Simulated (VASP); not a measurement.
The system is TaSi2.

```
Ta Si
1.0
     4.78390    0.00000    0.00000
    -2.39195    4.14298    0.00000
     0.00000    0.00000    6.57000
Ta Si
3 6
Direct
  0.00000 0.50000 0.33333
  0.50000 0.50000 0.66667
  0.50000 0.00000 0.00000
  0.31794 0.15897 0.33333
  0.15897 0.84103 0.66667
  0.84103 0.68206 0.00000
  0.68206 0.84103 0.33333
  0.84103 0.15897 0.66667
  0.15897 0.31794 0.00000
```

| Quantity | Value |
| --- | --- |
| Program | VASP 6.6.1 |
| Task | relaxation of cell and atoms |
| Functional | PBEsol |
| Dispersion | D3(BJ) |
| Potentials or basis | VASP PAW PBE potentials, release 64 (Ta_pv, Si) |
| Cutoff | 600 eV |
| k mesh | 7 × 7 × 4 |
| Occupations | fermi-dirac, width 0.05 eV |
| Spin | no spin polarisation |

At the start: pressure -7.9 GPa; volume 14.47 Å³/atom.

Problem. Where does the relaxation end?

Solution. Over 10 steps the energy falls by 15.6 meV/atom and the volume is 13.88 Å³/atom (-4.1 %); space group P6_422 (No. 181, to 0.1 Å) before and after.

The path:
```
step  energy change (eV)  largest force (eV/Å)  pressure (GPa)  volume (Å³)
   1              0.0000                0.0590           -7.91       130.21
   2              0.2173                0.0464           15.61       117.21
   3             -0.1358                0.0529           -0.06       125.04
   4             -0.1358                0.0526            0.12       124.94
   5             -0.1392                0.0414            0.04       124.87
   6             -0.1397                0.0442            0.05       124.88
   7             -0.1400                0.0137           -0.05       124.95
   8             -0.1401                0.0025           -0.08       124.97
   9             -0.1401                0.0027            0.10       124.86
  10             -0.1401                0.0001            0.02       124.91
```

Final structure:
```
Ta Si
1.0
     4.70530    0.00000    0.00000
    -2.35265    4.07491    0.00000
     0.00000    0.00000    6.51489
Ta Si
3 6
Direct
  0.00000 0.50000 0.33333
  0.50000 0.50000 0.66667
  0.50000 0.00000 0.00000
  0.31929 0.15965 0.33333
  0.15965 0.84035 0.66667
  0.84035 0.68071 0.00000
  0.68071 0.84035 0.33333
  0.84035 0.15965 0.66667
  0.15965 0.31929 0.00000
```

Caveat: the PAW data sets were made with another functional, which shifts forces and pressure a little.
